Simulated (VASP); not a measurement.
# MoS2 (P6_3/mmc) in VASP: further runs

MoS2 is run at these levels: r2SCAN; tasks: single point.

Everything below comes from runs of VASP 6.6.1. Logs are shortened: lines on timing, memory, paths and dates and some standing lists are left out, and cuts for length are marked.

**What was measured.**

From “Multiwavelength excitation Raman Scattering Analysis of bulk and 2 dimensional MoS2: Vibrational properties of atomically thin MoS2 layers”, 2015, arxiv:1506.03228, for a bulk crystal of MoS2 at 300 K: band gap 1.3 eV (indirect).

How close the calculation comes is told below.

**1. The cell of the first run**

It takes space group P6_3/mmc (No. 194, hexagonal). The conventional cell has a = 3.167 Å, b = 3.167 Å, c = 12.330 Å, α = 90.00°, β = 90.00°, γ = 120.00°. Within 3.2 Å of Mo (site symmetry -6m2) lie 6 S at 2.40 Å and 6 Mo at 3.17 Å. Within 3.2 Å of S (site symmetry 3m) lie 3 Mo at 2.40 Å and 7 S at 3.11 to 3.17 Å.

**2. Single point, r2SCAN (17.85 Å³/atom)**

Input file POSCAR:

```
MoS2
1.0
    3.1670876825      0.0000000000      0.0000000000
   -1.5835438412      2.7427783890      0.0000000000
    0.0000000000      0.0000000000     12.3299048013
Mo S
2 4
Direct
    0.3333333333      0.6666666667      0.2500000000
    0.6666666667      0.3333333333      0.7500000000
    0.3333333333      0.6666666667      0.6239758124
    0.6666666667      0.3333333333      0.1239758124
    0.3333333333      0.6666666667      0.8760241876
    0.6666666667      0.3333333333      0.3760241876
```

Input file INCAR.step1:

```
  PREC = Accurate
  ENCUT = 520
  ISMEAR = 0
  SIGMA = 0.02
  LREAL = False
  LASPH = True
  NELM = 100
  NBANDS = 35
  GGA = PE
  ALGO = Normal
  EDIFF = 1E-4
  LWAVE = True
  LCHARG = False
```

Input file INCAR.step2:

```
  PREC = Accurate
  ENCUT = 520
  EDIFF = 1E-6
  ISMEAR = 0
  SIGMA = 0.02
  LREAL = False
  LASPH = True
  NELM = 100
  ALGO = Normal
  ISIF = 2
  LWAVE = False
  LCHARG = True
  METAGGA = R2SCAN
  LMIXTAU = True
  LELF = True
  LVHAR = True
  NBANDS = 35
  ISTART = 1
```

Input file KPOINTS:

```
Automatic mesh
0
Gamma
  12 12 4
```

Potentials or basis: VASP PAW PBE potentials, release 64 (Mo_sv, S).

Started as:

```console
$ cat potpaw_PBE.64/Mo_sv/POTCAR potpaw_PBE.64/S/POTCAR > POTCAR
$ cp INCAR.step1 INCAR
$ mpirun -np 1 vasp_std > vasp.out
$ cp INCAR.step2 INCAR
$ mpirun -np 1 vasp_std > vasp.out
```

OUTCAR:

```text
PREC = Accurate
   ENCUT = 520
   EDIFF = 1E-6
   ISMEAR = 0
   LREAL = False
   LASPH = True
   NELM = 100
   ISIF = 2
   METAGGA = R2SCAN
   ISTART = 1

 ion  position               nearest neighbor table
   1  0.333  0.667  0.250-   4 2.40   6 2.40   4 2.40   6 2.40   4 2.40   6 2.40
   2  0.667  0.333  0.750-   3 2.40   5 2.40   3 2.40   5 2.40   3 2.40   5 2.40
   3  0.333  0.667  0.624-   2 2.40   2 2.40   2 2.40
   4  0.667  0.333  0.124-   1 2.40   1 2.40   1 2.40
   5  0.333  0.667  0.876-   2 2.40   2 2.40   2 2.40
   6  0.667  0.333  0.376-   1 2.40   1 2.40   1 2.40

  LATTYP: Found a hexagonal cell.
 ALAT       =     3.1670876825
 C/A-ratio  =     3.8931365461

  Lattice vectors:

 A1 = (   3.1670876825,   0.0000000000,   0.0000000000)
 A2 = (  -1.5835438412,   2.7427783890,   0.0000000000)
 A3 = (   0.0000000000,   0.0000000000,  12.3299048013)

Analysis of symmetry for initial positions (statically):
=====================================================================
 Subroutine PRICEL returns:
 Original cell was already a primitive cell.

 Routine SETGRP: Setting up the symmetry group for a
 hexagonal supercell.

 Subroutine GETGRP returns: Found 24 space group operations
 (whereof 12 operations were pure point group operations)
 out of a pool of 24 trial point group operations.

The static configuration has the point symmetry D_3d.
 The point group associated with its full space group is D_6h.

Analysis of symmetry for dynamics (positions and initial velocities):
=====================================================================
 Subroutine PRICEL returns:
 Original cell was already a primitive cell.

 Routine SETGRP: Setting up the symmetry group for a
 hexagonal supercell.

 Subroutine GETGRP returns: Found 24 space group operations
 (whereof 12 operations were pure point group operations)
 out of a pool of 24 trial point group operations.

The dynamic configuration has the point symmetry D_3d.
 The point group associated with its full space group is D_6h.

 Subroutine INISYM returns: Found 24 space group operations
 (whereof 12 operations are pure point group operations),
 and found     1 'primitive' translations

----------------------------------------------------------------------------------------

                                     Primitive cell

  volume of cell :     107.1052

  direct lattice vectors                    reciprocal lattice vectors
     3.167087683  0.000000000  0.000000000     0.315747494  0.182296901  0.000000000
    -1.583543841  2.742778389  0.000000000     0.000000000  0.364593802  0.000000000
     0.000000000  0.000000000 12.329904801     0.000000000  0.000000000  0.081103627

  length of vectors
     3.167087683  3.167087682 12.329904801     0.364593802  0.364593802  0.081103627

  position of ions in fractional coordinates (direct lattice)
     0.333333333  0.666666667  0.250000000
     0.666666667  0.333333333  0.750000000
     0.333333333  0.666666667  0.623975812
     0.666666667  0.333333333  0.123975812
     0.333333333  0.666666667  0.876024188
     0.666666667  0.333333333  0.376024188

  ion indices of the primitive-cell ions
   primitive index   ion index
                 1           1
                 2           2
                 3           3
                 4           4
                 5           5
                 6           6

----------------------------------------------------------------------------------------

 KPOINTS: Automatic mesh

Automatic generation of k-mesh.
 Grid dimensions read from file:
 generate k-points for:   12   12    4

 Generating k-lattice:

  Cartesian coordinates                     Fractional coordinates (reciprocal lattice)
     0.026312291  0.015191408  0.000000000     0.083333333  0.000000000  0.000000000
     0.000000000  0.030382817  0.000000000     0.000000000  0.083333333  0.000000000
     0.000000000  0.000000000  0.020275907     0.000000000  0.000000000  0.250000000

  Length of vectors
     0.030382817  0.030382817  0.020275907

  Shift w.r.t. Gamma in fractional coordinates (k-lattice)
     0.000000000  0.000000000  0.000000000

 Subroutine IBZKPT returns following result:
 ===========================================

 Found     57 irreducible k-points:

 Following reciprocal coordinates:
            Coordinates               Weight
  0.000000  0.000000  0.000000      1.000000
  0.083333  0.000000  0.000000      6.000000
  0.166667  0.000000  0.000000      6.000000
  0.250000  0.000000  0.000000      6.000000
  0.333333  0.000000  0.000000      6.000000
  0.416667  0.000000  0.000000      6.000000
[... 16 lines left out ...]
  0.250000  0.000000  0.250000     12.000000
  0.333333  0.000000  0.250000     12.000000
 [... further k-points ...]
   k-points           NKPTS =     57   k-points in BZ     NKDIM =     57   number of bands    NBANDS=     35
   number of dos      NEDOS =    301   number of ions     NIONS =      6
   total plane-waves  NPLWV =  55296
   dimension x,y,z NGX =    24 NGY =   24 NGZ =   96
   dimension x,y,z NGXF=    48 NGYF=   48 NGZF=  192
   ions per type =               2   4
   NGX,Y,Z   is equivalent  to a cutoff of  12.60, 12.60, 12.94 a.u.
   NGXF,Y,Z  is equivalent  to a cutoff of  25.20, 25.20, 25.89 a.u.
 SYSTEM =  unknown system
   PREC   = accura    normal or accurate (medium, high low for compatibility)
   ISTART =      1    job   : 0-new  1-cont  2-samecut
   ICHARG =      0    charge: 1-file 2-atom 10-const
   ISPIN  =      1    spin polarized calculation?
   LNONCOLLINEAR =      F non collinear calculations
   LSORBIT =      F    spin-orbit coupling
   LASPH  =      T    aspherical Exc in radial PAW
   ENCUT  =  520.0 eV  38.22 Ry    6.18 a.u.   5.89  5.89 22.93*2*pi/ulx,y,z
   NELM   =    100;   NELMIN=  2; NELMDL=  0     # of ELM steps
   EDIFF  = 0.1E-05   stopping-criterion for ELM
   LREAL  =      F    real-space projection
   EDIFFG = 0.1E-04   stopping-criterion for IOM
   NSW    =      0    number of steps for IOM
   IBRION =     -1    ionic relax: 0-MD 1-quasi-New 2-CG
   NFREE  =      0    steps in history (QN), initial steepest desc. (CG)
   ISIF   =      2    stress and relaxation
   ISYM   =      2    0-nonsym 1-usesym 2-fastsym
   POTIM  = 0.5000    time-step for ionic-motion
   TEBEG  =    0.0;   TEEND  =   0.0 temperature during run
   PSTRESS=    0.0 pullay stress
   NELECT =      52.0000    total number of electrons
   NUPDOWN=      -1.0000    fix difference up-down
   EMIN   =  10.00;   EMAX   =-10.00  energy-range for DOS
   EFERMI =   0.00;   METHOD = LEGACY
   ISMEAR =     0;   SIGMA  =   0.02  broadening in eV -4-tet -1-fermi 0-gaus
   EFERMI_NEDOS =   21; number of points for ismear=-14 and -15
   IALGO  =     38    algorithm
   IMIX   =      4    mixing-type and parameters
     AMIX     =   0.40;   BMIX     =  1.00
     AMIX_MAG =   1.60;   BMIX_MAG =  1.00
  volume/ion in A,a.u.               =      17.85       120.46
  Fermi-wavevector in a.u.,A,eV,Ry     =   1.286686  2.431483 22.525259  1.655560
  Thomas-Fermi vector in A             =   2.418745
   LORBIT       =      0    0 simple, 1 ext, 2 COOP (PROOUT), +10 PAW based schemes
   METAGGA = R2SCAN    functional components
   LHFCALC =     F    Hartree Fock is set to
   AEXX    =    0.0000 exact exchange contribution
   IVDW    =     0    specifies the selected vdW correction
   LEPSILON=     F    determine dielectric tensor
   LRPA    =     F    only Hartree local field effects (RPA)
 non-spin polarized calculation
 Gauss-broadening in eV      SIGMA  =   0.02
  energy-cutoff  :      520.00
  volume of cell :      107.11
 maximum number of plane-waves:      2914
 NGX is ok and might be reduce to    24
   NGX = 11   NGY = 11   NGZ = 45

 number of electron      51.9999997 magnetization

 Free energy of the ion-electron system (eV)
  ---------------------------------------------------
  ext. energy  EPLUGINS =         0.00000000
  ---------------------------------------------------
  free energy    TOTEN  =       -90.04687856 eV

  energy without entropy =      -90.04687856  energy(sigma->0) =      -90.04687856

 E-fermi :   7.5396     XC(G=0): -11.4913

 val. band max:        7.4170889959   @ k =   0.0000   0.0000   0.0000
 cond. band min:       8.4314314140   @ k =   0.1667   0.1667   0.0000
 fundamental gap:      1.0143424182
 Fermi energy:         7.5396476314

 k-point     1 :       0.0000    0.0000    0.0000
  band No.  band energies     occupation
      1     -56.0921      2.00000
      2     -56.0921      2.00000
      3     -29.5178      2.00000
      4     -29.5177      2.00000
      5     -29.2893      2.00000
      6     -29.2893      2.00000
[... 27 lines left out ...]
     34       9.9987      0.00000
     35      13.4966      0.00000

 k-point     2 :       0.0833    0.0000    0.0000
  band No.  band energies     occupation
      1     -56.0891      2.00000
      2     -56.0891      2.00000
      3     -29.5119      2.00000
      4     -29.5118      2.00000
      5     -29.3183      2.00000
      6     -29.3183      2.00000
[... 27 lines left out ...]
     34       9.8864      0.00000
     35      13.9986      0.00000

 k-point     3 :       0.1667    0.0000    0.0000
  band No.  band energies     occupation
      1     -56.0810      2.00000
      2     -56.0810      2.00000
      3     -29.4959      2.00000
      4     -29.4958      2.00000
      5     -29.3970      2.00000
      6     -29.3970      2.00000
[... 27 lines left out ...]
     34      10.3564      0.00000
     35      15.0416      0.00000
[... 723 lines left out ...]
 k-point    23 :       0.2500    0.0000    0.2500
  band No.  band energies     occupation
      1     -56.0699      2.00000
      2     -56.0699      2.00000
      3     -29.5030      2.00000
      4     -29.5030      2.00000
      5     -29.4739      2.00000
      6     -29.4739      2.00000
[... 27 lines left out ...]
     34      10.8251      0.00000
     35      15.3456      0.00000

 k-point    24 :       0.3333    0.0000    0.2500
  band No.  band energies     occupation
      1     -56.0587      2.00000
      2     -56.0587      2.00000
      3     -29.6074      2.00000
      4     -29.6074      2.00000
      5     -29.4519      2.00000
      6     -29.4519      2.00000
[... 27 lines left out ...]
     34      11.1851      0.00000
     35      14.5215      0.00000

 [... further k-points ...]

------------------------ aborting loop because EDIFF is reached ----------------------------------------

  FORCE on cell =-STRESS in cart. coord.  units (eV):
  Direction    XX          YY          ZZ          XY          YZ          ZX
  --------------------------------------------------------------------------------------
  -------------------------------------------------------------------------------------
  Total        1.4170615      1.4170615      1.3558657      0.0000000     -0.0000000     -0.0000000
  in kB       21.1977010     21.1977010     20.2822777      0.0000000     -0.0000000     -0.0000000
  external PRESSURE =      20.8925599 kB  Pullay stress =       0.0000000 kB

 VOLUME and BASIS-vectors are now :
 -----------------------------------------------------------------------------
  energy-cutoff  :      520.00
  volume of cell :      107.11
      direct lattice vectors                 reciprocal lattice vectors
     3.167087683  0.000000000  0.000000000     0.315747494  0.182296901  0.000000000
    -1.583543841  2.742778389  0.000000000     0.000000000  0.364593802  0.000000000
     0.000000000  0.000000000 12.329904801     0.000000000  0.000000000  0.081103627

 POSITION                                       TOTAL-FORCE (eV/Angst)
 -----------------------------------------------------------------------------------
     -0.00000      1.82852      3.08248         0.000000      0.000000      0.000000
      1.58354      0.91426      9.24743         0.000000      0.000000      0.000000
     -0.00000      1.82852      7.69356        -0.000000     -0.000000     -0.003883
      1.58354      0.91426      1.52861         0.000000     -0.000000     -0.003883
     -0.00000      1.82852     10.80129        -0.000000      0.000000      0.003883
      1.58354      0.91426      4.63634        -0.000000      0.000000      0.003883
 -----------------------------------------------------------------------------------
    total drift:                                0.000000     -0.000000      0.000000

  FREE ENERGIE OF THE ION-ELECTRON SYSTEM (eV)
  ---------------------------------------------------
  free  energy   TOTEN  =       -90.0468785553 eV

  energy  without entropy=      -90.0468785553  energy(sigma->0) =      -90.04687856
```

Wall time 7.7 min (1 thread of Intel Xeon Platinum 8488C (Sapphire Rapids), shared host); peak memory 0.34 GiB.

What came out:

- Free energy: -90.0469 eV
- Pressure: 2.1 GPa
- Largest force: 0.004 eV/Å
- Band gap on the k mesh: 1.01 eV (least direct gap 1.76 eV)

Forces on the atoms (eV/Å):
```
Mo   0.000  0.000  0.000
Mo   0.000  0.000  0.000
S    0.000  0.000 -0.004
S    0.000  0.000 -0.004
S    0.000  0.000  0.004
S    0.000  0.000  0.004
```

Caveat: the PAW data sets were made with another functional, which shifts forces and pressure a little. A k mesh can miss the band edges.

[end of part 1 of 2]
